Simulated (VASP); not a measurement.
# Pt (Immm) in VASP: a series of runs, part 2 of 2

VASP 6.6.1. The steps go on from the part before.

### Step 4. Single point, PBE (strain -0.0100 x Voigt [0, 0, 0, 0, 0, 1])

File INCAR:

```
ALGO = Fast
EDIFF = 1E-6
ENCUT = 520
GGA = PE
ISIF = 2
ISMEAR = 0
LASPH = T
LCHARG = F
LREAL = F
LWAVE = F
NBANDS = 11
NELM = 60
PREC = Accurate
SIGMA = 0.15
```

File KPOINTS:

```
k-points
0
Gamma
  20 20 20
```

File POSCAR:

```
Pt
1.0
   -0.0097895000      1.9579000000      1.9579000000
    1.9579000000     -0.0097895000      1.9579000000
    1.9481105000      1.9481105000      0.0000000000
Pt
1
Direct
    0.0000000000      0.0000000000      0.0000000000
```

Potentials or basis: VASP PAW PBE potentials, release 64 (Pt).

The run is started by

```console
cat potpaw_PBE.64/Pt/POTCAR > POTCAR
mpirun -np 1 vasp_std > vasp.out
```

OUTCAR:

```text
EDIFF = 1E-6
   ENCUT = 520
   GGA = PE
   ISIF = 2
   ISMEAR = 0
   LASPH = T
   LREAL = F
   NELM = 60
   PREC = Accurate

 ion  position               nearest neighbor table
   1  0.000  0.000  0.000-

  LATTYP: Found a body centered orthorhombic cell.
 ALAT       =     2.7550442901
 B/A-ratio  =     1.0100502513
 C/A-ratio  =     1.4213201632

  Lattice vectors:

 A1 = (   0.0097895000,  -1.9579000000,  -1.9579000000)
 A2 = (  -0.0097895000,   1.9579000000,  -1.9579000000)
 A3 = (   1.9579000000,  -0.0097895000,   1.9579000000)

Analysis of symmetry for initial positions (statically):
=====================================================================
 Subroutine PRICEL returns:
 Original cell was already a primitive cell.

 Routine SETGRP: Setting up the symmetry group for a
 body centered orthorhombic supercell.

 Subroutine GETGRP returns: Found  8 space group operations
 (whereof  8 operations were pure point group operations)
 out of a pool of  8 trial point group operations.

The static configuration has the point symmetry D_2h.

Analysis of symmetry for dynamics (positions and initial velocities):
=====================================================================
 Subroutine PRICEL returns:
 Original cell was already a primitive cell.

 Routine SETGRP: Setting up the symmetry group for a
 body centered orthorhombic supercell.

 Subroutine GETGRP returns: Found  8 space group operations
 (whereof  8 operations were pure point group operations)
 out of a pool of  8 trial point group operations.

The dynamic configuration has the point symmetry D_2h.

 Subroutine INISYM returns: Found  8 space group operations
 (whereof  8 operations are pure point group operations),
 and found     1 'primitive' translations

----------------------------------------------------------------------------------------

                                     Primitive cell

  volume of cell :      15.0103

  direct lattice vectors                    reciprocal lattice vectors
    -0.009789500  1.957900000  1.957900000    -0.254105132  0.254105132  0.255375658
     1.957900000 -0.009789500  1.957900000     0.254105132 -0.254105132  0.255375658
     1.948110500  1.948110500  0.000000000     0.256658952  0.256658952 -0.255375658

  length of vectors
     2.768906039  2.768906039  2.755044290     0.440857758  0.440857758  0.443806672

  position of ions in fractional coordinates (direct lattice)
     0.000000000  0.000000000  0.000000000

  ion indices of the primitive-cell ions
   primitive index   ion index
                 1           1

----------------------------------------------------------------------------------------

 KPOINTS: k-points

Automatic generation of k-mesh.
 Grid dimensions read from file:
 generate k-points for:   20   20   20

 Generating k-lattice:

  Cartesian coordinates                     Fractional coordinates (reciprocal lattice)
    -0.012705257  0.012705257  0.012768783     0.050000000  0.000000000  0.000000000
     0.012705257 -0.012705257  0.012768783     0.000000000  0.050000000  0.000000000
     0.012832948  0.012832948 -0.012768783    -0.000000000 -0.000000000  0.050000000

  Length of vectors
     0.022042888  0.022042888  0.022190334

  Shift w.r.t. Gamma in fractional coordinates (k-lattice)
     0.000000000  0.000000000  0.000000000

 Subroutine IBZKPT returns following result:
 ===========================================

 Found   1166 irreducible k-points:

 Following reciprocal coordinates:
            Coordinates               Weight
  0.000000  0.000000  0.000000      1.000000
  0.050000 -0.000000  0.000000      4.000000
  0.100000  0.000000  0.000000      4.000000
  0.150000  0.000000  0.000000      4.000000
  0.200000  0.000000  0.000000      4.000000
  0.250000  0.000000  0.000000      4.000000
[... 16 lines left out ...]
 -0.400000  0.050000  0.000000      4.000000
 -0.350000  0.050000  0.000000      4.000000
 [... further k-points ...]
   k-points           NKPTS =   1166   k-points in BZ     NKDIM =   1166   number of bands    NBANDS=     11
   number of dos      NEDOS =    301   number of ions     NIONS =      1
   total plane-waves  NPLWV =  11520
   dimension x,y,z NGX =    24 NGY =   24 NGZ =   20
   dimension x,y,z NGXF=    48 NGYF=   48 NGZF=   40
   ions per type =               1
   NGX,Y,Z   is equivalent  to a cutoff of  14.41, 14.41, 12.07 a.u.
   NGXF,Y,Z  is equivalent  to a cutoff of  28.82, 28.82, 24.14 a.u.
 SYSTEM =  unknown system
   PREC   = accura    normal or accurate (medium, high low for compatibility)
   ISTART =      0    job   : 0-new  1-cont  2-samecut
   ICHARG =      2    charge: 1-file 2-atom 10-const
   ISPIN  =      1    spin polarized calculation?
   LNONCOLLINEAR =      F non collinear calculations
   LSORBIT =      F    spin-orbit coupling
   LASPH  =      T    aspherical Exc in radial PAW
   ENCUT  =  520.0 eV  38.22 Ry    6.18 a.u.   5.15  5.15  5.12*2*pi/ulx,y,z
   NELM   =     60;   NELMIN=  2; NELMDL= -5     # of ELM steps
   EDIFF  = 0.1E-05   stopping-criterion for ELM
   LREAL  =      F    real-space projection
   EDIFFG = 0.1E-04   stopping-criterion for IOM
   NSW    =      0    number of steps for IOM
   IBRION =     -1    ionic relax: 0-MD 1-quasi-New 2-CG
   NFREE  =      0    steps in history (QN), initial steepest desc. (CG)
   ISIF   =      2    stress and relaxation
   ISYM   =      2    0-nonsym 1-usesym 2-fastsym
   POTIM  = 0.5000    time-step for ionic-motion
   TEBEG  =    0.0;   TEEND  =   0.0 temperature during run
   PSTRESS=    0.0 pullay stress
   NELECT =      10.0000    total number of electrons
   NUPDOWN=      -1.0000    fix difference up-down
   EMIN   =  10.00;   EMAX   =-10.00  energy-range for DOS
   EFERMI =   0.00;   METHOD = LEGACY
   ISMEAR =     0;   SIGMA  =   0.15  broadening in eV -4-tet -1-fermi 0-gaus
   EFERMI_NEDOS =   21; number of points for ismear=-14 and -15
   IALGO  =     68    algorithm
   IMIX   =      4    mixing-type and parameters
     AMIX     =   0.40;   BMIX     =  1.00
     AMIX_MAG =   1.60;   BMIX_MAG =  1.00
  volume/ion in A,a.u.               =      15.01       101.29
  Fermi-wavevector in a.u.,A,eV,Ry     =   1.429809  2.701947 27.815111  2.044353
  Thomas-Fermi vector in A             =   2.549722
   LORBIT       =      0    0 simple, 1 ext, 2 COOP (PROOUT), +10 PAW based schemes
   GGA     = PE    functional components
   LHFCALC =     F    Hartree Fock is set to
   AEXX    =    0.0000 exact exchange contribution
   IVDW    =     0    specifies the selected vdW correction
   LEPSILON=     F    determine dielectric tensor
   LRPA    =     F    only Hartree local field effects (RPA)
 non-spin polarized calculation
 RMM-DIIS sequential band-by-band and
 Gauss-broadening in eV      SIGMA  =   0.15
  energy-cutoff  :      520.00
  volume of cell :       15.01
 maximum number of plane-waves:       416
 NGX is ok and might be reduce to    24
   NGX = 11   NGY = 11   NGZ = 11

 number of electron      10.0000001 magnetization

 Free energy of the ion-electron system (eV)
  ---------------------------------------------------
  ext. energy  EPLUGINS =         0.00000000
  ---------------------------------------------------
  free energy    TOTEN  =        -6.08866424 eV

  energy without entropy =       -6.06924452  energy(sigma->0) =       -6.07895438

 E-fermi :  11.3637     XC(G=0): -13.5184

 val. band max:       11.3618077016   @ k =   0.4000   0.3500   0.3000
 cond. band min:      11.3642911560   @ k =   0.5000   0.5000   0.0000
 fundamental gap:      0.0024834543
 Fermi energy:        11.3636850741

 k-point     1 :       0.0000    0.0000    0.0000
  band No.  band energies     occupation
      1       1.0861      2.00000
      2       7.4802      2.00000
      3       7.5370      2.00000
      4       7.6017      2.00000
      5       9.7138      2.00000
      6       9.7149      2.00000
      7      25.9805      0.00000
      8      30.8135      0.00000
      9      30.9767      0.00000
     10      31.1390      0.00000
     11      36.3363      0.00000
[... 309 lines left out ...]
 k-point    24 :      -0.3500    0.0500    0.0000
  band No.  band energies     occupation
      1       3.9857      2.00000
      2       7.5545      2.00000
      3       7.7603      2.00000
      4       8.4597      2.00000
      5      10.5976      2.00000
      6      11.1945      1.88921
      7      20.4302      0.00000
      8      26.4889      0.00000
      9      30.9485      0.00000
     10      32.6800      0.00000
     11      36.8176      0.00000

 [... further k-points ...]

------------------------ aborting loop because EDIFF is reached ----------------------------------------

  FORCE on cell =-STRESS in cart. coord.  units (eV):
  Direction    XX          YY          ZZ          XY          YZ          ZX
  --------------------------------------------------------------------------------------
  -------------------------------------------------------------------------------------
  Total        1.0358048      1.0358048      1.0265253      0.0811815      0.0000000      0.0000000
  in kB      110.5599536    110.5599536    109.5694774      8.6651675      0.0000000      0.0000000
  external PRESSURE =     110.2297949 kB  Pullay stress =       0.0000000 kB

 VOLUME and BASIS-vectors are now :
 -----------------------------------------------------------------------------
  energy-cutoff  :      520.00
  volume of cell :       15.01
      direct lattice vectors                 reciprocal lattice vectors
    -0.009789500  1.957900000  1.957900000    -0.254105132  0.254105132  0.255375658
     1.957900000 -0.009789500  1.957900000     0.254105132 -0.254105132  0.255375658
     1.948110500  1.948110500  0.000000000     0.256658952  0.256658952 -0.255375658

 POSITION                                       TOTAL-FORCE (eV/Angst)
 -----------------------------------------------------------------------------------
      0.00000      0.00000      0.00000         0.000000     -0.000000     -0.000000
 -----------------------------------------------------------------------------------
    total drift:                               -0.000000     -0.000000      0.000000

  FREE ENERGIE OF THE ION-ELECTRON SYSTEM (eV)
  ---------------------------------------------------
  free  energy   TOTEN  =        -6.0886642385 eV

  energy  without entropy=       -6.0692445158  energy(sigma->0) =       -6.07895438
```

Run time: 1.7 min. Hardware: 1 thread of AMD EPYC 9R45 (Zen 5), shared host; peak memory 0.27 GiB.

What came out:

```
Free energy            : -6.0887 eV
Pressure               : 11.0 GPa
Band gap on the k mesh : zero (bands 5 and 6 overlap by 2.28 eV)
```

Levels at points of the mesh, in eV from the Fermi level:
| k point | band 3 | band 4 | band 5 | band 6 | band 7 | band 8 |
| --- | --- | --- | --- | --- | --- | --- |
| (0.00, 0.00, 0.00) | -3.83 | -3.76 | -1.65 | -1.65 | 14.62 | 19.45 |
| (0.50, 0.00, 0.00) | -3.83 | -0.54 | -0.01 | 0.05 | 5.80 | 14.22 |
| (0.50, 0.50, 0.00) | 0.00 | 0.49 | 0.50 | 1.76 | 8.93 | 11.22 |
| (0.00, 0.00, 0.50) | -3.84 | -0.46 | 0.02 | 0.08 | 5.95 | 14.15 |
| (0.50, 0.00, 0.50) | 0.00 | 0.49 | 0.50 | 1.77 | 8.93 | 11.40 |

Caveat: the cell differs from its parent crystal (strain -0.0100 x Voigt [0, 0, 0, 0, 0, 1]); the cell stands under pressure; spin-orbit coupling is left out, which moves the levels of the heavy elements.

### Step 5. Single point, PBE (strain +0.0050 x Voigt [0, 0, 0, 0, 0, 1])

File INCAR:

```
PREC = Accurate
ENCUT = 520
EDIFF = 1E-7
ISMEAR = 0
SIGMA = 0.15
LREAL = False
LASPH = True
NELM = 60
ALGO = Fast
ISIF = 2
LWAVE = False
LCHARG = True
GGA = PE
LELF = True
LVHAR = True
NBANDS = 11
```

File KPOINTS:

```
Automatic mesh
0
Gamma
  20 20 20
```

File POSCAR:

```
Pt
1.0
    0.0048947500      1.9579000000      1.9579000000
    1.9579000000      0.0048947500      1.9579000000
    1.9627947500      1.9627947500      0.0000000000
Pt
1
Direct
    0.0000000000      0.0000000000      0.0000000000
```

Potentials or basis: VASP PAW PBE potentials, release 64 (Pt).

The run is started by

```console
cat potpaw_PBE.64/Pt/POTCAR > POTCAR
mpirun -np 1 vasp_std > vasp.out
```

OUTCAR:

```text
PREC = Accurate
   ENCUT = 520
   EDIFF = 1E-7
   ISMEAR = 0
   LREAL = False
   LASPH = True
   NELM = 60
   ISIF = 2
   GGA = PE

 ion  position               nearest neighbor table
   1  0.000  0.000  0.000-

  LATTYP: Found a body centered orthorhombic cell.
 ALAT       =     2.7619665119
 B/A-ratio  =     1.0050125313
 C/A-ratio  =     1.4177579573

  Lattice vectors:

 A1 = (   1.9579000000,   0.0048947500,  -1.9579000000)
[... 517 lines left out ...]
     10      32.4764      0.00000
     11      36.7396      0.00000

 [... further k-points ...]

------------------------ aborting loop because EDIFF is reached ----------------------------------------

  FORCE on cell =-STRESS in cart. coord.  units (eV):
  Direction    XX          YY          ZZ          XY          YZ          ZX
  --------------------------------------------------------------------------------------
  -------------------------------------------------------------------------------------
  Total        1.0334867      1.0334867      1.0311763     -0.0404948      0.0000000      0.0000000
  in kB      110.3104555    110.3104555    110.0638565     -4.3222613      0.0000000      0.0000000
  external PRESSURE =     110.2282558 kB  Pullay stress =       0.0000000 kB

 VOLUME and BASIS-vectors are now :
 -----------------------------------------------------------------------------
  energy-cutoff  :      520.00
  volume of cell :       15.01
      direct lattice vectors                 reciprocal lattice vectors
     0.004894750  1.957900000  1.957900000    -0.256015697  0.256015697  0.255375658
     1.957900000  0.004894750  1.957900000     0.256015697 -0.256015697  0.255375658
     1.962794750  1.962794750  0.000000000     0.254738811  0.254738811 -0.255375658

 POSITION                                       TOTAL-FORCE (eV/Angst)
 -----------------------------------------------------------------------------------
      0.00000      0.00000      0.00000        -0.000000      0.000000      0.000000
 -----------------------------------------------------------------------------------
    total drift:                                0.000000     -0.000000     -0.000000

  FREE ENERGIE OF THE ION-ELECTRON SYSTEM (eV)
  ---------------------------------------------------
  free  energy   TOTEN  =        -6.0889876396 eV

  energy  without entropy=       -6.0695346821  energy(sigma->0) =       -6.07926116
```

OSZICAR:

```text
N       E                     dE             d eps       ncg     rms          rms(c)
DAV:   1     0.401203539705E+02    0.40120E+02   -0.53740E+03 26148   0.846E+02
DAV:   2    -0.584669245742E+01   -0.45967E+02   -0.44112E+02 29464   0.177E+02
DAV:   3    -0.646140181596E+01   -0.61471E+00   -0.61091E+00 30080   0.195E+01
DAV:   4    -0.646382086397E+01   -0.24190E-02   -0.24189E-02 29650   0.144E+00
DAV:   5    -0.646384005057E+01   -0.19187E-04   -0.19185E-04 30156   0.118E-01    0.131E+01
RMM:   6    -0.613130027968E+01    0.33254E+00   -0.32711E-01 25774   0.491E+00    0.697E+00
RMM:   7    -0.609238414395E+01    0.38916E-01   -0.71501E-02 27081   0.247E+00    0.252E+00
RMM:   8    -0.608923399320E+01    0.31502E-02   -0.84041E-03 27199   0.807E-01    0.573E-01
RMM:   9    -0.608897060571E+01    0.26339E-03   -0.82735E-04 29511   0.251E-01    0.505E-02
RMM:  10    -0.608898543273E+01   -0.14827E-04   -0.12889E-04 30588   0.858E-02    0.593E-02
RMM:  11    -0.608898726125E+01   -0.18285E-05   -0.17742E-05 30999   0.282E-02    0.867E-03
RMM:  12    -0.608898772479E+01   -0.46355E-06   -0.48955E-06 29619   0.164E-02    0.580E-03
RMM:  13    -0.608898748070E+01    0.24410E-06   -0.11626E-06 28039   0.702E-03    0.216E-03
RMM:  14    -0.608898763091E+01   -0.15022E-06   -0.25643E-07 20365   0.311E-03    0.427E-04
RMM:  15    -0.608898763956E+01   -0.86438E-08   -0.63492E-08 16476   0.161E-03
   1 F= -.60889876E+01 E0= -.60792612E+01  d E =-.194530E-01
```

stdout:

```text
POSCAR found type information on POSCAR Pt
 POSCAR found :  1 types and       1 ions
 scaLAPACK will be used
 LDA part: xc-table for (Slater+PW92), standard interpolation
 POSCAR, INCAR and KPOINTS ok, starting setup
 FFT: planning ... GRIDC
 FFT: planning ... GRID_SOFT
 FFT: planning ... GRID
 WAVECAR not read
 entering main loop
```

Wall time 2.5 min (1 thread of AMD EPYC 9R45 (Zen 5), shared host); peak memory 0.28 GiB.

Results:

- Free energy: -6.0890 eV
- Pressure: 11.0 GPa
- Band gap on the k mesh: zero (bands 5 and 6 overlap by 2.27 eV)

Stress tensor (GPa, compression positive):
```
11.03 -0.43  0.00
-0.43 11.03  0.00
 0.00  0.00 11.01
```

Caveat: the cell differs from its parent crystal (strain +0.0050 x Voigt [0, 0, 0, 0, 0, 1]); the cell stands under pressure; spin-orbit coupling is left out, which moves the levels of the heavy elements.

### Step 6. Single point, PBE (strain +0.0175 x Voigt [0, 0, 0, 0, 0, 1])

File INCAR:

```
ALGO     = Fast           # electronic algorithm
EDIFF    = 1E-6           # SCF threshold, eV
ENCUT    = 520            # plane-wave cutoff, eV
GGA      = PE             # functional
ISIF     = 2              # what is computed and relaxed
ISMEAR   = 0              # smearing method
LASPH    = True           # aspherical terms in the spheres
LCHARG   = False          # write CHGCAR
LREAL    = False          # projectors in reciprocal space
LWAVE    = False          # write WAVECAR
NBANDS   = 11             # bands
NELM     = 100            # most SCF steps
PREC     = Accurate       # precision mode
SIGMA    = 0.15           # smearing width, eV
```

File KPOINTS:

```
k-points
0
Gamma
  20 20 20
```

File POSCAR:

```
Pt
1.0
    0.0171316250      1.9579000000      1.9579000000
    1.9579000000      0.0171316250      1.9579000000
    1.9750316250      1.9750316250      0.0000000000
Pt
1
Direct
    0.0000000000      0.0000000000      0.0000000000
```

Potentials or basis: VASP PAW PBE potentials, release 64 (Pt).

The run is started by

```console
cat potpaw_PBE.64/Pt/POTCAR > POTCAR
mpirun -np 1 vasp_std > vasp.out
```

Wall time 2 min (1 thread of AMD EPYC 9R45 (Zen 5), shared host); peak memory 0.28 GiB.

It converged, with:

```yaml
Free_energy: -6.0878 eV
Pressure: 11.1 GPa
Band_gap_on_the_k_mesh: zero (bands 5 and 6 overlap by 2.29 eV)
```

Stress tensor (GPa, compression positive):
```
11.19 -1.52  0.00
-1.52 11.19  0.00
 0.00  0.00 10.88
```

Levels at points of the mesh, in eV from the Fermi level:
```
           k point  band 1  band 2  band 3  band 4  band 5  band 6  band 7  band 8  band 9  band 10
(0.00, 0.00, 0.00)  -10.28   -3.93   -3.83   -3.72   -1.65   -1.64   14.61   19.33   19.62    19.90
(0.50, 0.00, 0.00)   -7.36   -4.00   -3.80   -0.42    0.00    0.10    6.00   14.12   18.76    19.00
(0.50, 0.50, 0.00)   -7.14   -6.67    0.00    0.48    0.51    1.76    8.93   11.08   11.73    20.19
(0.00, 0.00, 0.50)   -7.41   -3.98   -3.78   -0.57   -0.04    0.07    5.75   14.25   19.02    19.27
(0.50, 0.00, 0.50)   -7.14   -6.68   -0.01    0.49    0.50    1.77    8.93   11.40   11.41    20.20
```

Caveat: the cell differs from its parent crystal (strain +0.0175 x Voigt [0, 0, 0, 0, 0, 1]); the cell stands under pressure; spin-orbit coupling is left out, which moves the levels of the heavy elements.

### Step 7. The runs side by side

```tsv
cell	further INCAR settings	gap on the mesh (eV)	pressure (GPa)
a = 2.769, b = 2.769, c = 2.741 Å, angles 60.3, 60.3, 60.7°, 1 atom	ALGO = Fast; EDIFF = 1e-06; NBANDS = 11	none	11.1
a = 2.769, b = 2.769, c = 2.790 Å, angles 59.8, 59.8, 59.5°, 1 atom	ALGO = Fast; EDIFF = 1e-06; NBANDS = 11	none	11.1
a = 2.769, b = 2.769, c = 2.755 Å, angles 60.2, 60.2, 60.3°, 1 atom	ALGO = Fast; EDIFF = 1e-06; NBANDS = 11	none	11.0
a = 2.769, b = 2.769, c = 2.776 Å, angles 59.9, 59.9, 59.8°, 1 atom	ALGO = Fast; EDIFF = 1e-07; NBANDS = 11	none	11.0
a = 2.769, b = 2.769, c = 2.793 Å, angles 59.7, 59.7, 59.4°, 1 atom	ALGO = Fast; EDIFF = 1e-06; NBANDS = 11	none	11.1
```

Alike in all rows: task single point; level PBE; potentials or basis VASP PAW PBE potentials, release 64 (Pt); no spin polarisation; k mesh 20 × 20 × 20; cutoff (eV) 520; smearing gaussian 0.15 eV.

Caveats: the cell stands under pressure; spin-orbit coupling is left out, which moves the levels of the heavy elements.

Absolute energies hang on the potentials; compare differences alone.
